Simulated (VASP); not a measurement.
Wanted: the native input for a VASP 6.6.1 run.

| Item | Value |
| --- | --- |
| Task | single point |
| Functional | PBE |
| Potentials or basis | VASP PAW PBE potentials, release 64 (Sn_d, Br) |
| Cutoff | 520 eV |
| k mesh | 4 × 4 × 4 |
| Occupations | gaussian, width 0.1 eV |
| Spin | no spin polarisation |
| Dipole correction | no |
| Further INCAR settings | ALGO = Normal; EDIFF = 1e-06; NBANDS = 32 |

The structure of Sn3Br lies in POSCAR:

```
Sn3Br
1.0
    5.6670370215      0.0000000000      0.0000000000
    0.0000000000      5.6670370215      0.0000000000
    0.0000000000      0.0000000000      3.5385236078
Sn Br
3 1
Direct
    0.0000000000      0.5000000000      0.5000000000
    0.5000000000      0.0000000000      0.5000000000
    0.5000000000      0.5000000000      0.0000000000
    0.0000000000      0.0000000000      0.0000000000
```

The input as run:

INCAR

```
PREC = Accurate
ENCUT = 520
EDIFF = 1E-6
ISMEAR = 0
SIGMA = 0.1
LREAL = F
LASPH = T
NELM = 80
ALGO = Normal
ISIF = 2
LWAVE = F
LCHARG = F
GGA = PE
NBANDS = 32
```

KPOINTS

```
Automatic mesh
0
Gamma
  4 4 4
```

Potentials or basis: VASP PAW PBE potentials, release 64 (Sn_d, Br).

Launch:

```bash
$ cat potpaw_PBE.64/Sn_d/POTCAR potpaw_PBE.64/Br/POTCAR > POTCAR
$ mpirun -np 1 vasp_std > vasp.out
```

Results of the run:

- Pressure: 0.1 GPa

Caveat: the k points lie up to 0.44 Å⁻¹ apart; an odd number of electrons without spin polarisation forces a metal; a magnetic or distorted state may lie lower.

It took 47 s on 1 thread of AMD EPYC 7R43 64-Core Processor (Zen 3), on a shared host, peak memory 0.19 GiB.
